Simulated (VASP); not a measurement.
As:

```
As
1.0
     2.95798    0.00000    0.00000
    -1.47899    2.56169    0.00000
     0.00000    0.00000    9.66077
As
4
Direct
  0.00000 0.00000 0.00000
  0.00000 0.00000 0.50000
  0.33333 0.66667 0.25000
  0.66667 0.33333 0.75000
```

This isn't the form of As at room conditions, which is rhombohedral.

- Program: VASP 6.6.1
- Task: relaxation of cell and atoms
- Functional: BLYP
- Potentials or basis: VASP PAW PBE potentials, release 64 (As)
- Cutoff: 600 eV
- k mesh: 12 × 12 × 4
- Occupations: fermi-dirac, width 0.1 eV
- Spin: no spin polarisation

At the start: pressure 13.5 GPa; volume 18.30 Å³/atom.

Where does the relaxation end?

Over 18 steps the energy falls by 121.3 meV/atom and the volume is 21.74 Å³/atom (+18.8 %); space group P6_3/mmc (No. 194, to 0.1 Å) before and after.

The path:
```
step  energy change (eV)  largest force (eV/Å)  pressure (GPa)  volume (Å³)
   1              0.0000                0.0000           13.47        73.20
   2             -0.3967                0.0000           -3.31        90.75
   3             -0.4529                0.0000            0.03        85.40
   4             -0.4529                0.0000           -0.16        85.66
   5             -0.4575                0.0000           -0.14        85.65
   6             -0.4665                0.0000            0.01        85.58
   7             -0.4712                0.0000            0.73        85.32
   8             -0.4101                0.0000            3.19        84.33
   9             -0.4728                0.0000            0.87        85.26
  10             -0.4730                0.0000            1.71        84.86
  11             -0.4761                0.0000            1.16        85.12
  12             -0.4765                0.0000            1.41        85.00
  13             -0.4791                0.0000            1.20        85.36
  14             -0.4807                0.0000            0.95        85.82
  15             -0.4808                0.0000            0.90        85.94
  16             -0.4827                0.0000            0.68        86.18
  17             -0.4851                0.0000            0.08        86.89
  18             -0.4851                0.0000            0.02        86.96
```

Final structure:
```yaml
crystal:
  lattice:
    - [2.98191, 0.00000, 0.00000]
    - [-1.49096, 2.58241, 0.00000]
    - [0.00000, 0.00000, 11.29242]
  atoms:
    - { symbol: As, position: [0.00000, 0.00000, 0.00000] }
    - { symbol: As, position: [0.00000, 0.00000, 0.50000] }
    - { symbol: As, position: [0.33333, 0.66667, 0.25000] }
    - { symbol: As, position: [0.66667, 0.33333, 0.75000] }
```

Caveat: the volume moved by over 15 % at a fixed basis, so the end points are rough; the highest band is partly filled, so the run has too few bands; the PAW data sets were made with another functional, which shifts forces and pressure a little.
